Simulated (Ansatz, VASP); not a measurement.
## Ir: VASP beside Ansatz

```xyz
1
Lattice="0.0000 1.9157 1.9157 1.9157 0.0000 1.9157 1.9157 1.9157 0.0000" Properties=species:S:1:pos:R:3 pbc="T T T"
Ir    0.0000    0.0000    0.0000
```

Alike in both runs: functional PBEsol; k mesh 19 × 19 × 19; occupations fermi-dirac, width 0.08 eV; no spin polarisation.

Ansatz relaxed the structure, and its values are those at the end. VASP's run is a single point on that final structure, the one shown.

|  | VASP | Ansatz |
| --- | --- | --- |
| version | VASP 6.6.1 | Ansatz 0.2.0 |
| potentials or method | VASP PAW PBE potentials, release 64 (Ir_sv_GW) | PAW with Ansatz's default frozen-core files, scalar-relativistic |
| plane-wave cutoff (eV) | 560 | 420 |
| valence electrons in the cell | 17 | 17 |

```csv
,VASP,Ansatz,Ansatz less VASP
pressure (GPa),-1.9,0.0,+1.91
```

VASP's potentials were made for PBE, not for PBEsol. The functional is the same, so the differences come from potentials, cutoffs and numerics.

Spin-orbit coupling is off throughout.
